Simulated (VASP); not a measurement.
# W (Im-3m) in VASP: a series of runs

Runs on W. Level: PBE. Tasks: single point, relaxation of cell and atoms.

Program: VASP 6.6.1. These are calculated values, not measurements. Logs are shortened: lines on timing, memory, paths and dates and some standing lists are left out, and cuts for length are marked.

**1. The cell of the first run**

Symmetry: Im-3m, No. 229, cubic system. Conventional cell: a = 2.684 Å, b = 2.684 Å, c = 2.684 Å, α = 90.00°, β = 90.00°, γ = 90.00°. W (site symmetry m-3m) has 14 W at 2.32 to 2.68 Å within 3.1 Å.

**2. Single point, PBE**

INCAR

```
SYSTEM = W
PREC = Accurate
ENCUT = 520
EDIFF = 1E-6
ISMEAR = -1
SIGMA = 0.05
LREAL = .False.
LASPH = .True.
NELM = 100
ALGO = Normal
ISIF = 2
LWAVE = .False.
LCHARG = .False.
GGA = PE
NBANDS = 13
```

KPOINTS

```
regular mesh
0
Gamma
  20 20 20
  0 0 0
```

POSCAR

```
W
1.0
   -1.3421465761      1.3421465761      1.3421465761
    1.3421465761     -1.3421465761      1.3421465761
    1.3421465761      1.3421465761     -1.3421465761
W
1
Direct
    0.0000000000      0.0000000000      0.0000000000
```

Potentials or basis: VASP PAW PBE potentials, release 64 (W_sv).

Command:

```sh
> cat potpaw_PBE.64/W_sv/POTCAR > POTCAR
> mpirun -np 1 vasp_std > vasp.out
```

OUTCAR:

```text
SYSTEM = W
   PREC = Accurate
   ENCUT = 520
   EDIFF = 1E-6
   ISMEAR = -1
   LREAL = .False.
   LASPH = .True.
   NELM = 100
   ISIF = 2
   GGA = PE

 ion  position               nearest neighbor table
   1  0.000  0.000  0.000-

  LATTYP: Found a body centered cubic cell.
 ALAT       =     2.6842931522

  Lattice vectors:

 A1 = (  -1.3421465761,   1.3421465761,   1.3421465761)
 A2 = (   1.3421465761,  -1.3421465761,   1.3421465761)
 A3 = (   1.3421465761,   1.3421465761,  -1.3421465761)

Analysis of symmetry for initial positions (statically):
=====================================================================
 Subroutine PRICEL returns:
 Original cell was already a primitive cell.

 Routine SETGRP: Setting up the symmetry group for a
 body centered cubic supercell.

 Subroutine GETGRP returns: Found 48 space group operations
 (whereof 48 operations were pure point group operations)
 out of a pool of 48 trial point group operations.

The static configuration has the point symmetry O_h .

Analysis of symmetry for dynamics (positions and initial velocities):
=====================================================================
 Subroutine PRICEL returns:
 Original cell was already a primitive cell.

 Routine SETGRP: Setting up the symmetry group for a
 body centered cubic supercell.

 Subroutine GETGRP returns: Found 48 space group operations
 (whereof 48 operations were pure point group operations)
 out of a pool of 48 trial point group operations.

The dynamic configuration has the point symmetry O_h .

 Subroutine INISYM returns: Found 48 space group operations
 (whereof 48 operations are pure point group operations),
 and found     1 'primitive' translations

----------------------------------------------------------------------------------------

                                     Primitive cell

  volume of cell :       9.6707

  direct lattice vectors                    reciprocal lattice vectors
    -1.342146576  1.342146576  1.342146576     0.000000000  0.372537552  0.372537552
     1.342146576 -1.342146576  1.342146576     0.372537552  0.000000000  0.372537552
     1.342146576  1.342146576 -1.342146576     0.372537552  0.372537552  0.000000000

  length of vectors
     2.324666061  2.324666061  2.324666061     0.526847659  0.526847659  0.526847659

  position of ions in fractional coordinates (direct lattice)
     0.000000000  0.000000000  0.000000000

  ion indices of the primitive-cell ions
   primitive index   ion index
                 1           1

----------------------------------------------------------------------------------------

 KPOINTS: regular mesh

Automatic generation of k-mesh.
 Grid dimensions read from file:
 generate k-points for:   20   20   20

 Generating k-lattice:

  Cartesian coordinates                     Fractional coordinates (reciprocal lattice)
     0.000000000  0.018626878  0.018626878     0.050000000  0.000000000  0.000000000
     0.018626878  0.000000000  0.018626878     0.000000000  0.050000000  0.000000000
     0.018626878  0.018626878  0.000000000     0.000000000  0.000000000  0.050000000

  Length of vectors
     0.026342383  0.026342383  0.026342383

  Shift w.r.t. Gamma in fractional coordinates (k-lattice)
     0.000000000  0.000000000  0.000000000

 Subroutine IBZKPT returns following result:
 ===========================================

 Found    256 irreducible k-points:

 Following reciprocal coordinates:
            Coordinates               Weight
  0.000000  0.000000  0.000000      1.000000
  0.050000  0.000000  0.000000     12.000000
  0.100000  0.000000  0.000000     12.000000
  0.150000  0.000000  0.000000     12.000000
  0.200000  0.000000  0.000000     12.000000
  0.250000  0.000000  0.000000     12.000000
[... 16 lines left out ...]
  0.200000  0.100000 -0.000000     48.000000
  0.250000  0.100000  0.000000     48.000000
 [... further k-points ...]
   k-points           NKPTS =    256   k-points in BZ     NKDIM =    256   number of bands    NBANDS=     13
   number of dos      NEDOS =    301   number of ions     NIONS =      1
   total plane-waves  NPLWV =   5832
   dimension x,y,z NGX =    18 NGY =   18 NGZ =   18
   dimension x,y,z NGXF=    36 NGYF=   36 NGZF=   36
   ions per type =               1
   NGX,Y,Z   is equivalent  to a cutoff of  12.87, 12.87, 12.87 a.u.
   NGXF,Y,Z  is equivalent  to a cutoff of  25.75, 25.75, 25.75 a.u.
 SYSTEM =  W
   PREC   = accura    normal or accurate (medium, high low for compatibility)
   ISTART =      0    job   : 0-new  1-cont  2-samecut
   ICHARG =      2    charge: 1-file 2-atom 10-const
   ISPIN  =      1    spin polarized calculation?
   LNONCOLLINEAR =      F non collinear calculations
   LSORBIT =      F    spin-orbit coupling
   LASPH  =      T    aspherical Exc in radial PAW
   ENCUT  =  520.0 eV  38.22 Ry    6.18 a.u.   4.32  4.32  4.32*2*pi/ulx,y,z
   NELM   =    100;   NELMIN=  2; NELMDL= -5     # of ELM steps
   EDIFF  = 0.1E-05   stopping-criterion for ELM
   LREAL  =      F    real-space projection
   EDIFFG = 0.1E-04   stopping-criterion for IOM
   NSW    =      0    number of steps for IOM
   IBRION =     -1    ionic relax: 0-MD 1-quasi-New 2-CG
   NFREE  =      0    steps in history (QN), initial steepest desc. (CG)
   ISIF   =      2    stress and relaxation
   ISYM   =      2    0-nonsym 1-usesym 2-fastsym
   POTIM  = 0.5000    time-step for ionic-motion
   TEBEG  =    0.0;   TEEND  =   0.0 temperature during run
   PSTRESS=    0.0 pullay stress
   NELECT =      14.0000    total number of electrons
   NUPDOWN=      -1.0000    fix difference up-down
   EMIN   =  10.00;   EMAX   =-10.00  energy-range for DOS
   EFERMI =   0.00;   METHOD = LEGACY
   ISMEAR =    -1;   SIGMA  =   0.05  broadening in eV -4-tet -1-fermi 0-gaus
   EFERMI_NEDOS =   21; number of points for ismear=-14 and -15
   IALGO  =     38    algorithm
   IMIX   =      4    mixing-type and parameters
     AMIX     =   0.40;   BMIX     =  1.00
     AMIX_MAG =   1.60;   BMIX_MAG =  1.00
  volume/ion in A,a.u.               =       9.67        65.26
  Fermi-wavevector in a.u.,A,eV,Ry     =   1.851957  3.499691 46.664510  3.429745
  Thomas-Fermi vector in A             =   2.901812
   LORBIT       =      0    0 simple, 1 ext, 2 COOP (PROOUT), +10 PAW based schemes
   GGA     = PE    functional components
   LHFCALC =     F    Hartree Fock is set to
   AEXX    =    0.0000 exact exchange contribution
   IVDW    =     0    specifies the selected vdW correction
   LEPSILON=     F    determine dielectric tensor
   LRPA    =     F    only Hartree local field effects (RPA)
 non-spin polarized calculation
  energy-cutoff  :      520.00
  volume of cell :        9.67
 maximum number of plane-waves:       276
 NGX is ok and might be reduce to    18
   NGX =  9   NGY =  9   NGZ =  9

 number of electron      14.0000001 magnetization

 Free energy of the ion-electron system (eV)
  ---------------------------------------------------
  ext. energy  EPLUGINS =         0.00000000
  ---------------------------------------------------
  free energy    TOTEN  =        -7.10361854 eV

  energy without entropy =       -7.09901804  energy(sigma->0) =       -7.10131829

 E-fermi :  20.4950     XC(G=0): -16.6778

 val. band max:       20.4689607212   @ k =  -0.3500   0.3500   0.2000
 cond. band min:      20.5076243682   @ k =  -0.3500   0.3500   0.2500
 fundamental gap:      0.0386636470
 Fermi energy:        20.4949517044

 k-point     1 :       0.0000    0.0000    0.0000
  band No.  band energies     occupation
      1     -54.4459      2.00000
      2     -16.0192      2.00000
      3     -16.0192      2.00000
      4     -16.0192      2.00000
      5       8.5490      2.00000
      6      17.5417      2.00000
      7      17.5417      2.00000
      8      17.5417      2.00000
      9      23.3970      0.00000
     10      23.3970      0.00000
     11      35.3686      0.00000
     12      35.3686      0.00000
     13      35.3686      0.00000

 k-point     2 :       0.0500    0.0000    0.0000
  band No.  band energies     occupation
      1     -54.4227      2.00000
      2     -16.1890      2.00000
      3     -16.0660      2.00000
      4     -16.0222      2.00000
      5       8.7951      2.00000
      6      17.3840      2.00000
      7      17.5120      2.00000
      8      17.7697      2.00000
      9      23.0796      0.00000
     10      23.3784      0.00000
     11      35.6006      0.00000
     12      35.7251      0.00000
     13      36.0966      0.00000

 k-point     3 :       0.1000    0.0000    0.0000
  band No.  band energies     occupation
      1     -54.3548      2.00000
      2     -16.6665      2.00000
      3     -16.2001      2.00000
      4     -16.0309      2.00000
      5       9.4722      2.00000
      6      16.9513      2.00000
      7      17.3949      2.00000
      8      18.4450      2.00000
      9      22.4453      0.00000
     10      23.3433      0.00000
     11      36.2466      0.00000
     12      36.7540      0.00000
     13      37.9903      0.00000
[... 305 lines left out ...]
 k-point    23 :       0.2000    0.1000   -0.0000
  band No.  band energies     occupation
      1     -53.9104      2.00000
      2     -19.1981      2.00000
      3     -16.9815      2.00000
      4     -16.2748      2.00000
      5      12.0735      2.00000
      6      15.0877      2.00000
      7      16.7642      2.00000
      8      21.6273      0.00000
      9      24.0774      0.00000
     10      24.5935      0.00000
     11      38.5822      0.00000
     12      41.5579      0.00000
     13      44.7159      0.00000

 k-point    24 :       0.2500    0.1000    0.0000
  band No.  band energies     occupation
      1     -53.7608      2.00000
      2     -19.9108      2.00000
      3     -17.2853      2.00000
      4     -16.3054      2.00000
      5      11.8045      2.00000
      6      14.5263      2.00000
      7      17.9026      2.00000
      8      22.2531      0.00000
      9      24.9929      0.00000
     10      26.2411      0.00000
     11      37.6328      0.00000
     12      42.4709      0.00000
     13      45.2692      0.00000

 [... further k-points ...]

------------------------ aborting loop because EDIFF is reached ----------------------------------------

  FORCE on cell =-STRESS in cart. coord.  units (eV):
  Direction    XX          YY          ZZ          XY          YZ          ZX
  --------------------------------------------------------------------------------------
  -------------------------------------------------------------------------------------
  Total       26.8250058     26.8250058     26.8250058     -0.0000000      0.0000000      0.0000000
  in kB     4444.1690726   4444.1690726   4444.1690726     -0.0000000      0.0000000      0.0000000
  external PRESSURE =    4444.1690726 kB  Pullay stress =       0.0000000 kB

 VOLUME and BASIS-vectors are now :
 -----------------------------------------------------------------------------
  energy-cutoff  :      520.00
  volume of cell :        9.67
      direct lattice vectors                 reciprocal lattice vectors
    -1.342146576  1.342146576  1.342146576     0.000000000  0.372537552  0.372537552
     1.342146576 -1.342146576  1.342146576     0.372537552  0.000000000  0.372537552
     1.342146576  1.342146576 -1.342146576     0.372537552  0.372537552  0.000000000

 POSITION                                       TOTAL-FORCE (eV/Angst)
 -----------------------------------------------------------------------------------
      0.00000      0.00000      0.00000        -0.000000     -0.000000     -0.000000
 -----------------------------------------------------------------------------------
    total drift:                                0.000000      0.000000      0.000000

  FREE ENERGIE OF THE ION-ELECTRON SYSTEM (eV)
  ---------------------------------------------------
  free  energy   TOTEN  =        -7.1036185375 eV

  energy  without entropy=       -7.0990180439  energy(sigma->0) =       -7.10131829
```

Run time: 11 s. Hardware: 1 thread of Intel Xeon 6975P-C (Granite Rapids), shared host; peak memory 0.14 GiB.

Results:

| Item | Value |
| --- | --- |
| Free energy | -7.1036 eV |
| Pressure | 444.4 GPa |
| Band gap on the k mesh | zero (band 7 reaches 29.82 eV, above the bottom of band 8 at 17.54 eV) |

Caveat: spin-orbit coupling is left out, which moves the levels of the heavy elements.

**3. Relaxation of cell and atoms, PBE, target pressure 430 GPa, at which the enthalpy is minimised**

This run uses another cell than the first one, of 9.58 Å³/atom, 0.990 times its volume.

INCAR

```
SYSTEM = W
ALGO = Normal
EDIFF = 1E-6
EDIFFG = -0.005
ENCUT = 600
GGA = PE
IBRION = 2
ISIF = 3
ISMEAR = -1
LASPH = .True.
LCHARG = .False.
LREAL = .False.
LWAVE = .False.
NELM = 80
NSW = 60
PREC = Accurate
PSTRESS = 4300.0
SIGMA = 0.05
```

KPOINTS

```
k-points
0
Gamma
  20 20 20
  0 0 0
```

POSCAR

```
W
1.0
   -1.3377692912      1.3377692912      1.3377692912
    1.3377692912     -1.3377692912      1.3377692912
    1.3377692912      1.3377692912     -1.3377692912
W
1
Direct
    0.0000000000      0.0000000000      0.0000000000
```

Potentials or basis: VASP PAW PBE potentials, release 64 (W_sv).

Command:

```sh
> cat potpaw_PBE.64/W_sv/POTCAR > POTCAR
> mpirun -np 1 vasp_std > vasp.out
```

Wall time 56 s (1 thread of Intel Xeon 6975P-C (Granite Rapids), shared host); peak memory 0.16 GiB.

The run converged. Its results:

| Item | Value |
| --- | --- |
| Free energy | -7.3220 eV |
| Relaxed volume | 9.75 Å³/atom |
| Relaxed cell | a = 2.331 Å, b = 2.331 Å, c = 2.331 Å, α = 109.47°, β = 109.47°, γ = 109.47° |
| Space group after relaxing (to 0.05 Å) | Im-3m (No. 229) |
| Energy change on relaxing (the enthalpy is what falls) | -484.9 meV/atom |
| Ionic steps | 12 |
| Pressure after relaxing | 430.1 GPa |
| Band gap on the k mesh | zero (band 7 reaches 29.55 eV, above the bottom of band 8 at 17.40 eV) |

The path:
| step | energy change (eV) | largest force (eV/Å) | pressure (GPa) | volume (Å³) |
| --- | --- | --- | --- | --- |
| 1 | 0.0000 | 0.0000 | 462.40 | 9.58 |
| 2 | -4.9126 | 0.0000 | 131.73 | 12.52 |
| 3 | -0.5775 | 0.0000 | 423.92 | 9.79 |
| 4 | -0.4875 | 0.0000 | 429.79 | 9.75 |
| 5 | -0.4780 | 0.0000 | 430.44 | 9.75 |
| 6 | -0.4791 | 0.0000 | 430.45 | 9.75 |
| 7 | -0.4825 | 0.0000 | 430.20 | 9.75 |
| 8 | -0.4825 | 0.0000 | 430.17 | 9.75 |
| 9 | -0.4827 | 0.0000 | 430.16 | 9.75 |
| 10 | -0.4830 | 0.0000 | 430.15 | 9.75 |
| 11 | -0.4836 | 0.0000 | 430.12 | 9.75 |
| 12 | -0.4849 | 0.0000 | 430.08 | 9.75 |

Final structure:
```cif
data_structure
_symmetry_space_group_name_H-M 'P 1'
_symmetry_Int_Tables_number 1
_cell_length_a 2.3311
_cell_length_b 2.3311
_cell_length_c 2.3311
_cell_angle_alpha 109.471
_cell_angle_beta 109.471
_cell_angle_gamma 109.471
_cell_volume 9.75
loop_
_atom_site_label
_atom_site_type_symbol
_atom_site_fract_x
_atom_site_fract_y
_atom_site_fract_z
_atom_site_occupancy
W1 W 0.00000 0.00000 0.00000 1
```

Levels at points of the mesh, in eV from the Fermi level:
```tsv
k point	band 5	band 6	band 7	band 8	band 9	band 10
(0.00, 0.00, 0.00)	-11.93	-2.92	-2.92	-2.92	2.89	2.89
(0.50, 0.00, 0.00)	-10.63	-7.27	3.52	4.11	5.18	11.49
(0.50, 0.50, 0.50)	-11.55	-11.55	9.23	9.23	9.23	13.50
```

Caveat: the cell is relaxed towards a set pressure, so the enthalpy falls and the energy may rise; spin-orbit coupling is left out, which moves the levels of the heavy elements.

(Continued in part 2 of 2.)
